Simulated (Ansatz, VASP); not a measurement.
## Two plane-wave programs on F

File INCAR:

```
PREC     = Accurate       # precision mode
ENCUT    = 520            # plane-wave cutoff, eV
EDIFF    = 1E-6           # SCF threshold, eV
ISMEAR   = 0              # smearing method
SIGMA    = 0.05           # smearing width, eV
LREAL    = False          # projectors in reciprocal space
LASPH    = True           # aspherical terms in the spheres
NELM     = 60             # most SCF steps
ALGO     = Normal         # electronic algorithm
ISIF     = 2              # what is computed and relaxed
LWAVE    = False          # write WAVECAR
LCHARG   = True           # write CHGCAR
GGA      = PS             # functional
LELF     = True           # ELF
LVHAR    = True         
NBANDS   = 22             # bands
```

The input KPOINTS:

```
Automatic mesh
0
Gamma
  4 4 2
```

The input POSCAR:

```
F
1.0
    3.0414923524     -1.7480498951     -0.2345861287
    3.0414923524      1.7480498951     -0.2345861287
   -2.2869699080      0.0000000000      7.0004610119
F
4
Direct
    0.0848459664      0.0848459664      0.0900077731
    0.9151540336      0.9151540336      0.9099922269
    0.5015719855      0.5015719855      0.5937195244
    0.4984280145      0.4984280145      0.4062804756
```

Input for Ansatz:

```yaml
crystal:
  lattice:
    - [3.0414923524, -1.7480498951, -0.2345861287]
    - [3.0414923524, 1.7480498951, -0.2345861287]
    - [-2.286969908, 0.0, 7.0004610119]
  atoms:
    - { symbol: F, position: [0.0848459664, 0.0848459664, 0.0900077731] }
    - { symbol: F, position: [0.9151540336, 0.9151540336, 0.9099922269] }
    - { symbol: F, position: [0.5015719855, 0.5015719855, 0.5937195244] }
    - { symbol: F, position: [0.4984280145, 0.4984280145, 0.4062804756] }
basis:
  ecutwfc: 520.0
kpoints:
  mp_grid: { grid: [4, 4, 2] }
hamiltonian:
  xc: pbesol
scf:
  occupations: { method: gaussian, width: 0.05 }
output:
  forces: true
  stress: true
  eigenvalues: true
```

Alike in both runs: task single point; functional PBEsol; k mesh 4 × 4 × 2; occupations gaussian, width 0.05 eV; no spin polarisation.

|  | VASP | Ansatz |
| --- | --- | --- |
| version | VASP 6.6.1 | Ansatz 0.2.0 |
| potentials or method | VASP PAW PBE potentials, release 64 (F), cutoff 520 eV | scalar-relativistic, plane waves, PAW |
| valence electrons in the cell | 28 | 28 |

|  | VASP | Ansatz | Ansatz less VASP |
| --- | --- | --- | --- |
| gap on the k mesh at the Fermi level (eV) | 3.40 | 3.49 | +0.087 |
| least direct gap on the mesh (eV) | 3.47 | 3.56 | +0.086 |
| pressure (GPa) | 4.8 | 4.3 | -0.58 |
| traceless stress, the component that is largest in VASP (GPa) | 7.81 | 6.07 | -1.741 |
| rms of the force components (eV/Å) | 1.642 | 1.331 | -0.3112 |

VASP's potentials were made for PBE, not for PBEsol. Atom by atom the forces differ by 0.326 eV/Å (rms over components).

The k mesh is coarse, so the values compare programs but aren't converged.
